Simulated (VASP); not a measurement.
# Ru (P6_3/mmc) in VASP: notebook, part 2 of 3

VASP 6.6.1.

## Step 3: Single point, r2SCAN

The input, POSCAR:

```
Ru
1.0
    2.7059477279      0.0000000000      0.0000000000
   -1.3529738639      2.3434194737      0.0000000000
    0.0000000000      0.0000000000      4.2579056513
Ru
2
Direct
    0.3333333333      0.6666666667      0.2500000000
    0.6666666667      0.3333333333      0.7500000000
```

The input, INCAR.step1:

```
PREC = Accurate
ENCUT = 520
ISMEAR = 1
SIGMA = 0.2
LREAL = False
LASPH = True
NELM = 100
NBANDS = 21
GGA = PE
ALGO = Normal
EDIFF = 1E-4
LWAVE = True
LCHARG = False
```

The input, INCAR.step2:

```
PREC = Accurate
ENCUT = 520
EDIFF = 1E-6
ISMEAR = 1
SIGMA = 0.2
LREAL = False
LASPH = True
NELM = 100
ALGO = Normal
ISIF = 2
LWAVE = False
LCHARG = False
METAGGA = R2SCAN
LMIXTAU = True
NBANDS = 21
ISTART = 1
```

The input, KPOINTS:

```
Automatic mesh
0
Gamma
  13 13 8
```

Potentials or basis: VASP PAW PBE potentials, release 64 (Ru_pv).

On the command line:

```console
cat potpaw_PBE.64/Ru_pv/POTCAR > POTCAR
cp INCAR.step1 INCAR
mpirun -np 1 vasp_std > vasp.out
cp INCAR.step2 INCAR
mpirun -np 1 vasp_std > vasp.out
```

OUTCAR:

```text
PREC = Accurate
   ENCUT = 520
   EDIFF = 1E-6
   ISMEAR = 1
   LREAL = False
   LASPH = True
   NELM = 100
   ISIF = 2
   METAGGA = R2SCAN
   ISTART = 1

 ion  position               nearest neighbor table
   1  0.333  0.667  0.250-   2 2.64   2 2.64   2 2.64   2 2.64   2 2.64   2 2.64
   2  0.667  0.333  0.750-   1 2.64   1 2.64   1 2.64   1 2.64   1 2.64   1 2.64

  LATTYP: Found a hexagonal cell.
 ALAT       =     2.7059477279
 C/A-ratio  =     1.5735358105

  Lattice vectors:

 A1 = (   2.7059477279,   0.0000000000,   0.0000000000)
 A2 = (  -1.3529738639,   2.3434194737,   0.0000000000)
 A3 = (   0.0000000000,   0.0000000000,   4.2579056513)

Analysis of symmetry for initial positions (statically):
=====================================================================
 Subroutine PRICEL returns:
 Original cell was already a primitive cell.

 Routine SETGRP: Setting up the symmetry group for a
 hexagonal supercell.

 Subroutine GETGRP returns: Found 24 space group operations
 (whereof 12 operations were pure point group operations)
 out of a pool of 24 trial point group operations.

The static configuration has the point symmetry D_3d.
 The point group associated with its full space group is D_6h.

Analysis of symmetry for dynamics (positions and initial velocities):
=====================================================================
 Subroutine PRICEL returns:
 Original cell was already a primitive cell.

 Routine SETGRP: Setting up the symmetry group for a
 hexagonal supercell.

 Subroutine GETGRP returns: Found 24 space group operations
 (whereof 12 operations were pure point group operations)
 out of a pool of 24 trial point group operations.

The dynamic configuration has the point symmetry D_3d.
 The point group associated with its full space group is D_6h.

 Subroutine INISYM returns: Found 24 space group operations
 (whereof 12 operations are pure point group operations),
 and found     1 'primitive' translations

----------------------------------------------------------------------------------------

                                     Primitive cell

  volume of cell :      27.0001

  direct lattice vectors                    reciprocal lattice vectors
     2.705947728  0.000000000  0.000000000     0.369556289  0.213363423  0.000000000
    -1.352973864  2.343419474  0.000000000     0.000000000  0.426726846  0.000000000
     0.000000000  0.000000000  4.257905651     0.000000000  0.000000000  0.234857247

  length of vectors
     2.705947728  2.705947728  4.257905651     0.426726846  0.426726846  0.234857247

  position of ions in fractional coordinates (direct lattice)
     0.333333333  0.666666667  0.250000000
     0.666666667  0.333333333  0.750000000

  ion indices of the primitive-cell ions
   primitive index   ion index
                 1           1
                 2           2

----------------------------------------------------------------------------------------

 KPOINTS: Automatic mesh

Automatic generation of k-mesh.
 Grid dimensions read from file:
 generate k-points for:   13   13    8

 Generating k-lattice:

  Cartesian coordinates                     Fractional coordinates (reciprocal lattice)
     0.028427407  0.016412571  0.000000000     0.076923077  0.000000000  0.000000000
     0.000000000  0.032825142  0.000000000     0.000000000  0.076923077  0.000000000
     0.000000000  0.000000000  0.029357156     0.000000000  0.000000000  0.125000000

  Length of vectors
     0.032825142  0.032825142  0.029357156

  Shift w.r.t. Gamma in fractional coordinates (k-lattice)
     0.000000000  0.000000000  0.000000000

 Subroutine IBZKPT returns following result:
 ===========================================

 Found    105 irreducible k-points:

 Following reciprocal coordinates:
            Coordinates               Weight
  0.000000  0.000000  0.000000      1.000000
  0.076923  0.000000  0.000000      6.000000
  0.153846  0.000000  0.000000      6.000000
  0.230769 -0.000000  0.000000      6.000000
  0.307692  0.000000  0.000000      6.000000
  0.384615  0.000000  0.000000      6.000000
[... 16 lines left out ...]
  0.076923  0.000000  0.125000     12.000000
  0.153846  0.000000  0.125000     12.000000
 [... further k-points ...]
   k-points           NKPTS =    105   k-points in BZ     NKDIM =    105   number of bands    NBANDS=     21
   number of dos      NEDOS =    301   number of ions     NIONS =      2
   total plane-waves  NPLWV =  12800
   dimension x,y,z NGX =    20 NGY =   20 NGZ =   32
   dimension x,y,z NGXF=    40 NGYF=   40 NGZF=   64
   ions per type =               2
   NGX,Y,Z   is equivalent  to a cutoff of  12.29, 12.29, 12.49 a.u.
   NGXF,Y,Z  is equivalent  to a cutoff of  24.57, 24.57, 24.99 a.u.
 SYSTEM =  unknown system
   PREC   = accura    normal or accurate (medium, high low for compatibility)
   ISTART =      1    job   : 0-new  1-cont  2-samecut
   ICHARG =      0    charge: 1-file 2-atom 10-const
   ISPIN  =      1    spin polarized calculation?
   LNONCOLLINEAR =      F non collinear calculations
   LSORBIT =      F    spin-orbit coupling
   LASPH  =      T    aspherical Exc in radial PAW
   ENCUT  =  520.0 eV  38.22 Ry    6.18 a.u.   5.03  5.03  7.92*2*pi/ulx,y,z
   NELM   =    100;   NELMIN=  2; NELMDL=  0     # of ELM steps
   EDIFF  = 0.1E-05   stopping-criterion for ELM
   LREAL  =      F    real-space projection
   EDIFFG = 0.1E-04   stopping-criterion for IOM
   NSW    =      0    number of steps for IOM
   IBRION =     -1    ionic relax: 0-MD 1-quasi-New 2-CG
   NFREE  =      0    steps in history (QN), initial steepest desc. (CG)
   ISIF   =      2    stress and relaxation
   ISYM   =      2    0-nonsym 1-usesym 2-fastsym
   POTIM  = 0.5000    time-step for ionic-motion
   TEBEG  =    0.0;   TEEND  =   0.0 temperature during run
   PSTRESS=    0.0 pullay stress
   NELECT =      28.0000    total number of electrons
   NUPDOWN=      -1.0000    fix difference up-down
   EMIN   =  10.00;   EMAX   =-10.00  energy-range for DOS
   EFERMI =   0.00;   METHOD = LEGACY
   ISMEAR =     1;   SIGMA  =   0.20  broadening in eV -4-tet -1-fermi 0-gaus
   EFERMI_NEDOS =   21; number of points for ismear=-14 and -15
   IALGO  =     38    algorithm
   IMIX   =      4    mixing-type and parameters
     AMIX     =   0.40;   BMIX     =  1.00
     AMIX_MAG =   1.60;   BMIX_MAG =  1.00
  volume/ion in A,a.u.               =      13.50        91.10
  Fermi-wavevector in a.u.,A,eV,Ry     =   1.657063  3.131395 37.359663  2.745858
  Thomas-Fermi vector in A             =   2.744880
   LORBIT       =      0    0 simple, 1 ext, 2 COOP (PROOUT), +10 PAW based schemes
   METAGGA = R2SCAN    functional components
   LHFCALC =     F    Hartree Fock is set to
   AEXX    =    0.0000 exact exchange contribution
   IVDW    =     0    specifies the selected vdW correction
   LEPSILON=     F    determine dielectric tensor
   LRPA    =     F    only Hartree local field effects (RPA)
 non-spin polarized calculation
 Methfessel and Paxton  Order N= 1 SIGMA  =   0.20
  energy-cutoff  :      520.00
  volume of cell :       27.00
 maximum number of plane-waves:       743
 NGX is ok and might be reduce to    20
   NGX =  9   NGY =  9   NGZ = 15

 number of electron      28.0000003 magnetization

 Free energy of the ion-electron system (eV)
  ---------------------------------------------------
  ext. energy  EPLUGINS =         0.00000000
  ---------------------------------------------------
  free energy    TOTEN  =       -50.85452899 eV

  energy without entropy =      -50.85542351  energy(sigma->0) =      -50.85482717

 E-fermi :  12.8846     XC(G=0): -15.4486

 val. band max:       12.8786229942   @ k =   0.2308   0.0769   0.2500
 cond. band min:      12.9142471776   @ k =   0.3077   0.1538   0.2500
 fundamental gap:      0.0356241835
 Fermi energy:        12.8845820335

 k-point     1 :       0.0000    0.0000    0.0000
  band No.  band energies     occupation
      1     -32.2874      2.00000
      2     -31.2631      2.00000
      3     -31.2631      2.00000
      4     -31.0715      2.00000
      5     -31.0715      2.00000
      6     -31.0164      2.00000
[... 13 lines left out ...]
     20      21.2355      0.00000
     21      23.8163      0.00000

 k-point     2 :       0.0769    0.0000    0.0000
  band No.  band energies     occupation
      1     -32.2652      2.00000
      2     -31.3094      2.00000
      3     -31.2789      2.00000
      4     -31.1200      2.00000
      5     -31.0776      2.00000
      6     -31.0270      2.00000
[... 520 lines left out ...]
 k-point    24 :       0.1538    0.0000    0.1250
  band No.  band energies     occupation
      1     -32.1654      2.00000
      2     -31.4254      2.00000
      3     -31.3128      2.00000
      4     -31.2841      2.00000
      5     -31.1043      2.00000
      6     -31.0780      2.00000
[... 13 lines left out ...]
     20      21.2354      0.00000
     21      24.5666      0.00000

 [... further k-points ...]
[... 5 lines left out ...]
  --------------------------------------------------------------------------------------
  -------------------------------------------------------------------------------------
  Total        0.2449746      0.2449746      0.1663857      0.0000000      0.0000000     -0.0000000
  in kB       14.5367113     14.5367113      9.8732718      0.0000000      0.0000000     -0.0000000
  external PRESSURE =      12.9822314 kB  Pullay stress =       0.0000000 kB

 VOLUME and BASIS-vectors are now :
 -----------------------------------------------------------------------------
  energy-cutoff  :      520.00
  volume of cell :       27.00
      direct lattice vectors                 reciprocal lattice vectors
     2.705947728  0.000000000  0.000000000     0.369556289  0.213363423  0.000000000
    -1.352973864  2.343419474  0.000000000     0.000000000  0.426726846  0.000000000
     0.000000000  0.000000000  4.257905651     0.000000000  0.000000000  0.234857247

 POSITION                                       TOTAL-FORCE (eV/Angst)
 -----------------------------------------------------------------------------------
     -0.00000      1.56228      1.06448         0.000000      0.000000      0.000000
      1.35297      0.78114      3.19343        -0.000000      0.000000      0.000000
 -----------------------------------------------------------------------------------
    total drift:                               -0.000000      0.000000     -0.000000

  FREE ENERGIE OF THE ION-ELECTRON SYSTEM (eV)
  ---------------------------------------------------
  free  energy   TOTEN  =       -50.8545289924 eV

  energy  without entropy=      -50.8554235139  energy(sigma->0) =      -50.85482717
```

OUTCAR.step1:

```text
PREC = Accurate
   ENCUT = 520
   ISMEAR = 1
   LREAL = False
   LASPH = True
[... 801 lines left out ...]
     -0.00000      1.56228      1.06448        -0.000000     -0.000000      0.000000
      1.35297      0.78114      3.19343         0.000000      0.000000      0.000000
 -----------------------------------------------------------------------------------
    total drift:                               -0.000000      0.000000     -0.000000

  FREE ENERGIE OF THE ION-ELECTRON SYSTEM (eV)
  ---------------------------------------------------
  free  energy   TOTEN  =       -18.4559343623 eV

  energy  without entropy=      -18.4566556331  energy(sigma->0) =      -18.45617479
```

Wall time 4.1 min (1 thread of Intel Xeon 8259CL, shared host); peak memory 0.18 GiB.

What came out:

```
Free energy            : -50.8545 eV
Pressure               : 1.3 GPa
Band gap on the k mesh : zero (band 14 reaches 14.43 eV, above the bottom of band 15 at 11.17 eV)
```

Stress tensor (GPa, compression positive):
```
1.45 0.00 0.00
0.00 1.45 0.00
0.00 0.00 0.99
```

Levels at points of the mesh, in eV from the Fermi level:
| k point | band 12 | band 13 | band 14 | band 15 | band 16 | band 17 |
| --- | --- | --- | --- | --- | --- | --- |
| (0.00, 0.00, 0.00) | -2.06 | -2.06 | -1.57 | -1.57 | 1.19 | 1.19 |
| (0.00, 0.00, 0.50) | -2.98 | -2.86 | -2.86 | 0.52 | 0.52 | 0.52 |

Caveat: the PAW data sets were made with another functional, which shifts forces and pressure a little.

## Step 4: Single point, r2SCAN

POSCAR is that of step 3.

The input, INCAR.step1:

```
SYSTEM = Ru
PREC = Accurate ; ENCUT = 520
ISMEAR = 1 ; SIGMA = 0.3
LREAL = .FALSE. ; LASPH = .TRUE.
NELM = 60 ; NBANDS = 21
GGA = PE ; ALGO = Normal
EDIFF = 1E-4 ; LWAVE = .TRUE.
LCHARG = .FALSE.
```

The input, INCAR.step2:

```
SYSTEM = Ru
PREC = Accurate ; ENCUT = 520
EDIFF = 1E-6 ; ISMEAR = 1
SIGMA = 0.3 ; LREAL = .FALSE.
LASPH = .TRUE. ; NELM = 60
ALGO = Normal ; ISIF = 2
LWAVE = .FALSE. ; LCHARG = .FALSE.
METAGGA = R2SCAN ; LMIXTAU = .TRUE.
NBANDS = 21 ; ISTART = 1
```

The input, KPOINTS:

```
regular mesh
0
G
  13 13 8
  0 0 0
```

On the command line:

```console
cat potpaw_PBE.64/Ru_pv/POTCAR > POTCAR
cp INCAR.step1 INCAR
mpirun -np 1 vasp_std > vasp.out
cp INCAR.step2 INCAR
mpirun -np 1 vasp_std > vasp.out
```

It took 3.4 min on 1 thread of Intel Xeon 8259CL, shared host; peak memory 0.18 GiB.

The run converged. Its results:

```
Free energy            : -50.8542 eV
Pressure               : 1.3 GPa
Band gap on the k mesh : zero (band 14 reaches 14.43 eV, above the bottom of band 15 at 11.17 eV)
```

Stress tensor (GPa, compression positive):
```
1.40 0.00 0.00
0.00 1.40 0.00
0.00 0.00 1.10
```

Levels at points of the mesh, in eV from the Fermi level:
| k point | band 10 | band 11 | band 12 | band 13 | band 14 | band 15 | band 16 | band 17 | band 18 | band 19 |
| --- | --- | --- | --- | --- | --- | --- | --- | --- | --- | --- |
| (0.00, 0.00, 0.00) | -2.77 | -2.53 | -2.05 | -2.05 | -1.56 | -1.56 | 1.19 | 1.19 | 1.38 | 8.36 |
| (0.00, 0.00, 0.50) | -2.97 | -2.97 | -2.97 | -2.86 | -2.86 | 0.53 | 0.53 | 0.53 | 0.53 | 8.36 |

Caveat: the PAW data sets were made with another functional, which shifts forces and pressure a little.

## Step 5: Single point, r2SCAN

POSCAR is that of step 4.

The input, INCAR.step1:

```
  PREC = Accurate
  ENCUT = 520
  ISMEAR = 1
  SIGMA = 0.6
  LREAL = False
  LASPH = True
  NELM = 60
  NBANDS = 21
  GGA = PE
  ALGO = Normal
  EDIFF = 1E-4
  LWAVE = True
  LCHARG = False
```

The input, INCAR.step2:

```
  PREC = Accurate
  ENCUT = 520
  EDIFF = 1E-7
  ISMEAR = 1
  SIGMA = 0.6
  LREAL = False
  LASPH = True
  NELM = 60
  ALGO = Normal
  ISIF = 2
  LWAVE = False
  LCHARG = True
  METAGGA = R2SCAN
  LMIXTAU = True
  LELF = True
  LVHAR = True
  NBANDS = 21
  ISTART = 1
```

The input, KPOINTS:

```
Automatic mesh
0
Gamma
  13 13 8
```

Potentials or basis: VASP PAW PBE potentials, release 64 (Ru_pv).

On the command line:

```console
cat potpaw_PBE.64/Ru_pv/POTCAR > POTCAR
cp INCAR.step1 INCAR
mpirun -np 1 vasp_std > vasp.out
cp INCAR.step2 INCAR
mpirun -np 1 vasp_std > vasp.out
```

OUTCAR:

```text
PREC = Accurate
   ENCUT = 520
   EDIFF = 1E-7
   ISMEAR = 1
   LREAL = False
   LASPH = True
   NELM = 60
   ISIF = 2
   METAGGA = R2SCAN
   ISTART = 1

 ion  position               nearest neighbor table
   1  0.333  0.667  0.250-   2 2.64   2 2.64   2 2.64   2 2.64   2 2.64   2 2.64
   2  0.667  0.333  0.750-   1 2.64   1 2.64   1 2.64   1 2.64   1 2.64   1 2.64

  LATTYP: Found a hexagonal cell.
 ALAT       =     2.7059477279
 C/A-ratio  =     1.5735358105

  Lattice vectors:

 A1 = (   2.7059477279,   0.0000000000,   0.0000000000)
[... 191 lines left out ...]
      3     -31.2639      2.00000
      4     -31.0722      2.00000
      5     -31.0722      2.00000
      6     -31.0185      2.00000
[... 565 lines left out ...]
     20      21.2328     -0.00000
     21      24.5657     -0.00000

 [... further k-points ...]
[... 5 lines left out ...]
  --------------------------------------------------------------------------------------
  -------------------------------------------------------------------------------------
  Total        0.1703056      0.1703056      0.2533453      0.0000000      0.0000000     -0.0000000
  in kB       10.1058770     10.1058770     15.0334276      0.0000000      0.0000000     -0.0000000
  external PRESSURE =      11.7483939 kB  Pullay stress =       0.0000000 kB

 VOLUME and BASIS-vectors are now :
 -----------------------------------------------------------------------------
  energy-cutoff  :      520.00
  volume of cell :       27.00
      direct lattice vectors                 reciprocal lattice vectors
     2.705947728  0.000000000  0.000000000     0.369556289  0.213363423  0.000000000
    -1.352973864  2.343419474  0.000000000     0.000000000  0.426726846  0.000000000
     0.000000000  0.000000000  4.257905651     0.000000000  0.000000000  0.234857247

 POSITION                                       TOTAL-FORCE (eV/Angst)
 -----------------------------------------------------------------------------------
     -0.00000      1.56228      1.06448        -0.000000      0.000000      0.000000
      1.35297      0.78114      3.19343         0.000000     -0.000000      0.000000
 -----------------------------------------------------------------------------------
    total drift:                               -0.000000      0.000000     -0.000000

  FREE ENERGIE OF THE ION-ELECTRON SYSTEM (eV)
  ---------------------------------------------------
  free  energy   TOTEN  =       -50.8498436733 eV

  energy  without entropy=      -50.8688295265  energy(sigma->0) =      -50.85617229
```

OUTCAR.step1:

```text
PREC = Accurate
   ENCUT = 520
   ISMEAR = 1
   LREAL = False
   LASPH = True
[... 801 lines left out ...]
     -0.00000      1.56228      1.06448         0.000000      0.000000      0.000000
      1.35297      0.78114      3.19343        -0.000000     -0.000000      0.000000
 -----------------------------------------------------------------------------------
    total drift:                               -0.000000      0.000000     -0.000000

  FREE ENERGIE OF THE ION-ELECTRON SYSTEM (eV)
  ---------------------------------------------------
  free  energy   TOTEN  =       -18.4508039866 eV

  energy  without entropy=      -18.4726441002  energy(sigma->0) =      -18.45808402
```

OSZICAR.step1:

```text
N       E                     dE             d eps       ncg     rms          rms(c)
DAV:   1     0.286259652323E+03    0.28626E+03   -0.17576E+04  4418   0.148E+03
DAV:   2    -0.139898653927E+02   -0.30025E+03   -0.29114E+03  4530   0.444E+02
DAV:   3    -0.197506300845E+02   -0.57608E+01   -0.57233E+01  5200   0.687E+01
DAV:   4    -0.197936060643E+02   -0.42976E-01   -0.42923E-01  5473   0.572E+00
DAV:   5    -0.197941825798E+02   -0.57652E-03   -0.57272E-03  5032   0.583E-01    0.180E+01
DAV:   6    -0.185365295768E+02    0.12577E+01   -0.28304E+00  5080   0.164E+01    0.489E+00
DAV:   7    -0.184584207633E+02    0.78109E-01   -0.42817E-01  5090   0.489E+00    0.105E+00
DAV:   8    -0.184512444988E+02    0.71763E-02   -0.17828E-02  4795   0.108E+00    0.352E-01
DAV:   9    -0.184507942969E+02    0.45020E-03   -0.90627E-04  5025   0.322E-01    0.341E-02
DAV:  10    -0.184508039866E+02   -0.96897E-05   -0.59615E-05  2880   0.810E-02
   1 F= -.18450804E+02 E0= -.18458084E+02  d E =0.218401E-01
```

Wall time 3.8 min (1 thread of Intel Xeon 8259CL, shared host); peak memory 0.18 GiB.

What came out:

```
Free energy            : -50.8498 eV
Pressure               : 1.2 GPa
Band gap on the k mesh : zero (band 14 reaches 14.43 eV, above the bottom of band 15 at 11.17 eV)
```

Caveat: the PAW data sets were made with another functional, which shifts forces and pressure a little.

(Continued in part 3 of 3.)
